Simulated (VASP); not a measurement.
# W (Pm-3m) in VASP: further runs

W is run at these levels: r2SCAN; tasks: single point.

Program: VASP 6.6.1. These are calculated values, not measurements. Logs are shortened: lines on timing, memory, paths and dates and some standing lists are left out, and cuts for length are marked.

## (1) The cell of the first run

The structure is cubic, space group Pm-3m (No. 221). The conventional cell has a = 2.616 Å, b = 2.616 Å, c = 2.616 Å, α = 90.00°, β = 90.00°, γ = 90.00°. Within 3.5 Å of W (site symmetry m-3m) lie 6 W at 2.62 Å.

This isn't the form of W at room conditions, which is bcc.

## (2) Single point, r2SCAN

The input, POSCAR:

```
W
1.0
    2.6161298317      0.0000000000      0.0000000000
    0.0000000000      2.6161298317      0.0000000000
    0.0000000000      0.0000000000      2.6161298317
W
1
Direct
    0.0000000000      0.0000000000      0.0000000000
```

The input, INCAR.step1:

```
  PREC = Accurate
  ENCUT = 550
  ISMEAR = 1
  SIGMA = 0.1
  LREAL = False
  LASPH = True
  NELM = 120
  NBANDS = 13
  GGA = PE
  ALGO = Normal
  EDIFF = 1E-5
  LWAVE = True
  LCHARG = False
  GGA_COMPAT = False
```

The input, INCAR.step2:

```
  PREC = Accurate
  ENCUT = 550
  EDIFF = 1E-6
  ISMEAR = 1
  SIGMA = 0.1
  LREAL = False
  LASPH = True
  NELM = 120
  ALGO = Normal
  ISIF = 2
  LWAVE = False
  LCHARG = True
  METAGGA = R2SCAN
  LMIXTAU = True
  LELF = True
  LVHAR = True
  NBANDS = 13
  ISTART = 1
  GGA_COMPAT = False
```

The input, KPOINTS:

```
Automatic mesh
0
Gamma
  9 9 9
```

Potentials or basis: VASP PAW PBE potentials, release 64 (W_sv).

Launch:

```console
cat potpaw_PBE.64/W_sv/POTCAR > POTCAR
cp INCAR.step1 INCAR
mpirun -np 1 vasp_std > vasp.out
cp INCAR.step2 INCAR
mpirun -np 1 vasp_std > vasp.out
```

OUTCAR:

```text
PREC = Accurate
   ENCUT = 550
   EDIFF = 1E-6
   ISMEAR = 1
   LREAL = False
   LASPH = True
   NELM = 120
   ISIF = 2
   METAGGA = R2SCAN
   ISTART = 1

 ion  position               nearest neighbor table
   1  0.000  0.000  0.000-

  LATTYP: Found a simple cubic cell.
 ALAT       =     2.6161298317

  Lattice vectors:

 A1 = (   2.6161298317,   0.0000000000,   0.0000000000)
 A2 = (   0.0000000000,   2.6161298317,   0.0000000000)
 A3 = (   0.0000000000,   0.0000000000,   2.6161298317)

Analysis of symmetry for initial positions (statically):
=====================================================================
 Subroutine PRICEL returns:
 Original cell was already a primitive cell.

 Routine SETGRP: Setting up the symmetry group for a
 simple cubic supercell.

 Subroutine GETGRP returns: Found 48 space group operations
 (whereof 48 operations were pure point group operations)
 out of a pool of 48 trial point group operations.

The static configuration has the point symmetry O_h .

Analysis of symmetry for dynamics (positions and initial velocities):
=====================================================================
 Subroutine PRICEL returns:
 Original cell was already a primitive cell.

 Routine SETGRP: Setting up the symmetry group for a
 simple cubic supercell.

 Subroutine GETGRP returns: Found 48 space group operations
 (whereof 48 operations were pure point group operations)
 out of a pool of 48 trial point group operations.

The dynamic configuration has the point symmetry O_h .

 Subroutine INISYM returns: Found 48 space group operations
 (whereof 48 operations are pure point group operations),
 and found     1 'primitive' translations

----------------------------------------------------------------------------------------

                                     Primitive cell

  volume of cell :      17.9051

  direct lattice vectors                    reciprocal lattice vectors
     2.616129832  0.000000000  0.000000000     0.382244026  0.000000000  0.000000000
     0.000000000  2.616129832  0.000000000     0.000000000  0.382244026  0.000000000
     0.000000000  0.000000000  2.616129832     0.000000000  0.000000000  0.382244026

  length of vectors
     2.616129832  2.616129832  2.616129832     0.382244026  0.382244026  0.382244026

  position of ions in fractional coordinates (direct lattice)
     0.000000000  0.000000000  0.000000000

  ion indices of the primitive-cell ions
   primitive index   ion index
                 1           1

[... 80 lines left out ...]
   TEBEG  =    0.0;   TEEND  =   0.0 temperature during run
   PSTRESS=    0.0 pullay stress
   NELECT =      14.0000    total number of electrons
   NUPDOWN=      -1.0000    fix difference up-down
   EMIN   =  10.00;   EMAX   =-10.00  energy-range for DOS
   EFERMI =   0.00;   METHOD = LEGACY
   ISMEAR =     1;   SIGMA  =   0.10  broadening in eV -4-tet -1-fermi 0-gaus
   EFERMI_NEDOS =   21; number of points for ismear=-14 and -15
   IALGO  =     38    algorithm
   IMIX   =      4    mixing-type and parameters
     AMIX     =   0.40;   BMIX     =  1.00
     AMIX_MAG =   1.60;   BMIX_MAG =  1.00
  volume/ion in A,a.u.               =      17.91       120.83
  Fermi-wavevector in a.u.,A,eV,Ry     =   1.508197  2.850080 30.948624  2.274660
  Thomas-Fermi vector in A             =   2.618683
   LORBIT       =      0    0 simple, 1 ext, 2 COOP (PROOUT), +10 PAW based schemes
   METAGGA = R2SCAN    functional components
   LHFCALC =     F    Hartree Fock is set to
   AEXX    =    0.0000 exact exchange contribution
   IVDW    =     0    specifies the selected vdW correction
   LEPSILON=     F    determine dielectric tensor
   LRPA    =     F    only Hartree local field effects (RPA)
 non-spin polarized calculation
 Methfessel and Paxton  Order N= 1 SIGMA  =   0.10
  energy-cutoff  :      550.00
  volume of cell :       17.91
 maximum number of plane-waves:       540
   NGX = 11   NGY = 11   NGZ = 11

 number of electron      14.0000004 magnetization

 Free energy of the ion-electron system (eV)
  ---------------------------------------------------
  ext. energy  EPLUGINS =         0.00000000
  ---------------------------------------------------
  free energy    TOTEN  =       -49.78414220 eV

  energy without entropy =      -49.78406386  energy(sigma->0) =      -49.78411609

 E-fermi :   9.7039     XC(G=0): -13.9504

 val. band max:        9.6026907637   @ k =   0.4444   0.2222   0.1111
 cond. band min:       9.7168828752   @ k =   0.4444   0.3333   0.2222
 fundamental gap:      0.1141921114
 Fermi energy:         9.7038904014

 k-point     1 :       0.0000    0.0000    0.0000
  band No.  band energies     occupation
      1     -66.4145      2.00000
      2     -29.3075      2.00000
      3     -29.3075      2.00000
      4     -29.3075      2.00000
      5       0.4418      2.00000
      6       4.7708      2.00000
      7       4.7708      2.00000
      8      14.7480      0.00000
      9      14.7480      0.00000
     10      14.7480      0.00000
     11      25.3329      0.00000
     12      25.3329      0.00000
     13      25.3329      0.00000
[... 354 lines left out ...]
  band No.  band energies     occupation
      1     -66.2000      2.00000
      2     -30.5507      2.00000
      3     -30.2202      2.00000
      4     -29.2555      2.00000
      5       4.6972      2.00000
      6       6.6897      2.00000
      7       9.8154     -0.06660
      8      10.2175     -0.00000
      9      12.4248      0.00000
     10      14.8540      0.00000
     11      19.6057      0.00000
     12      24.7056      0.00000
     13      26.6765      0.00000

 [... further k-points ...]

------------------------ aborting loop because EDIFF is reached ----------------------------------------

  FORCE on cell =-STRESS in cart. coord.  units (eV):
  Direction    XX          YY          ZZ          XY          YZ          ZX
  --------------------------------------------------------------------------------------
  -------------------------------------------------------------------------------------
  Total        0.4276823      0.4276823      0.4276823      0.0000000      0.0000000      0.0000000
  in kB       38.2696066     38.2696066     38.2696066      0.0000000      0.0000000      0.0000000
  external PRESSURE =      38.2696066 kB  Pullay stress =       0.0000000 kB

 VOLUME and BASIS-vectors are now :
 -----------------------------------------------------------------------------
  energy-cutoff  :      550.00
  volume of cell :       17.91
      direct lattice vectors                 reciprocal lattice vectors
     2.616129832  0.000000000  0.000000000     0.382244026  0.000000000  0.000000000
     0.000000000  2.616129832  0.000000000     0.000000000  0.382244026  0.000000000
     0.000000000  0.000000000  2.616129832     0.000000000  0.000000000  0.382244026

 POSITION                                       TOTAL-FORCE (eV/Angst)
 -----------------------------------------------------------------------------------
      0.00000      0.00000      0.00000         0.000000      0.000000      0.000000
 -----------------------------------------------------------------------------------
    total drift:                               -0.000000      0.000000      0.000000

  FREE ENERGIE OF THE ION-ELECTRON SYSTEM (eV)
  ---------------------------------------------------
  free  energy   TOTEN  =       -49.7841422020 eV

  energy  without entropy=      -49.7840638648  energy(sigma->0) =      -49.78411609
```

OUTCAR.step1:

```text
PREC = Accurate
   ENCUT = 550
   ISMEAR = 1
   LREAL = False
   LASPH = True
   NELM = 120
[... 598 lines left out ...]

 POSITION                                       TOTAL-FORCE (eV/Angst)
 -----------------------------------------------------------------------------------
      0.00000      0.00000      0.00000         0.000000      0.000000      0.000000
 -----------------------------------------------------------------------------------
    total drift:                               -0.000000      0.000000      0.000000

  FREE ENERGIE OF THE ION-ELECTRON SYSTEM (eV)
  ---------------------------------------------------
  free  energy   TOTEN  =       -11.4761169248 eV

  energy  without entropy=      -11.4737268662  energy(sigma->0) =      -11.47532024
```

OSZICAR.step1:

```text
N       E                     dE             d eps       ncg     rms          rms(c)
DAV:   1     0.910648326370E+02    0.91065E+02   -0.76080E+03   910   0.124E+03
DAV:   2    -0.101430484922E+02   -0.10121E+03   -0.96345E+02  1040   0.321E+02
DAV:   3    -0.118704623910E+02   -0.17274E+01   -0.17210E+01  1015   0.413E+01
DAV:   4    -0.118792998736E+02   -0.88375E-02   -0.88371E-02  1035   0.326E+00
DAV:   5    -0.118793945627E+02   -0.94689E-04   -0.94689E-04  1005   0.320E-01    0.180E+01
DAV:   6    -0.115511144998E+02    0.32828E+00   -0.31617E-01   930   0.694E+00    0.765E+00
DAV:   7    -0.114788822899E+02    0.72232E-01   -0.14538E-01   980   0.452E+00    0.557E-01
DAV:   8    -0.114761835056E+02    0.26988E-02   -0.51020E-03   945   0.911E-01    0.370E-02
DAV:   9    -0.114761243478E+02    0.59158E-04   -0.11116E-04  1050   0.141E-01    0.419E-02
DAV:  10    -0.114761169248E+02    0.74230E-05   -0.23285E-05   927   0.600E-02
   1 F= -.11476117E+02 E0= -.11475320E+02  d E =-.239006E-02
```

Run time: 44 s. Hardware: 1 thread of Intel Xeon 8259CL, shared host; peak memory 0.13 GiB.

What came out:

```
Free energy            : -49.7841 eV
Pressure               : 3.8 GPa
Band gap on the k mesh : zero (bands 7 and 8 overlap by 2.65 eV)
```

Levels at points of the mesh, in eV from the Fermi level:
```tsv
k point	band 5	band 6	band 7	band 8	band 9	band 10
(0.00, 0.00, 0.00)	-9.26	-4.93	-4.93	5.04	5.04	5.04
```

Caveat: the cell stands under pressure; the PAW data sets were made with another functional, which shifts forces and pressure a little; spin-orbit coupling is left out, which moves the levels of the heavy elements.

## (3) Single point, r2SCAN

This run uses another cell than the first one, of 18.11 Å³/atom.

The input, POSCAR:

```
W
1.0
    2.6259001432      0.0000000000      0.0000000000
    0.0000000000      2.6259001432      0.0000000000
    0.0000000000      0.0000000000      2.6259001432
W
1
Direct
    0.0000000000      0.0000000000      0.0000000000
```

The input, INCAR.step1:

```
SYSTEM = W
PREC = Accurate
ENCUT = 550
ISMEAR = 1
SIGMA = 0.1
LREAL = .FALSE.
LASPH = .TRUE.
NELM = 120
NBANDS = 13
GGA = PE
ALGO = Normal
EDIFF = 1E-5
LWAVE = .TRUE.
LCHARG = .FALSE.
GGA_COMPAT = .FALSE.
```

The input, INCAR.step2:

```
SYSTEM = W
PREC = Accurate
ENCUT = 550
EDIFF = 1E-6
ISMEAR = 1
SIGMA = 0.1
LREAL = .FALSE.
LASPH = .TRUE.
NELM = 120
ALGO = Normal
ISIF = 2
LWAVE = .FALSE.
LCHARG = .FALSE.
METAGGA = R2SCAN
LMIXTAU = .TRUE.
NBANDS = 13
ISTART = 1
GGA_COMPAT = .FALSE.
```

The input, KPOINTS:

```
regular mesh
0
G
  9 9 9
  0 0 0
```

Potentials or basis: VASP PAW PBE potentials, release 64 (W_sv).

Launch:

```console
cat potpaw_PBE.64/W_sv/POTCAR > POTCAR
cp INCAR.step1 INCAR
mpirun -np 1 vasp_std > vasp.out
cp INCAR.step2 INCAR
mpirun -np 1 vasp_std > vasp.out
```

Wall time 43 s (1 thread of Intel Xeon 8259CL, shared host); peak memory 0.13 GiB.

The run converged. Its results:

- Free energy: -49.7874 eV
- Pressure: 1.2 GPa
- Band gap on the k mesh: zero (bands 7 and 8 overlap by 2.63 eV)

Levels at points of the mesh, in eV from the Fermi level:
```tsv
k point	band 5	band 6	band 7	band 8	band 9	band 10
(0.00, 0.00, 0.00)	-9.20	-4.86	-4.86	4.98	4.98	4.98
```

Caveat: the PAW data sets were made with another functional, which shifts forces and pressure a little; spin-orbit coupling is left out, which moves the levels of the heavy elements.

(Part 1 of 2 ends here.)
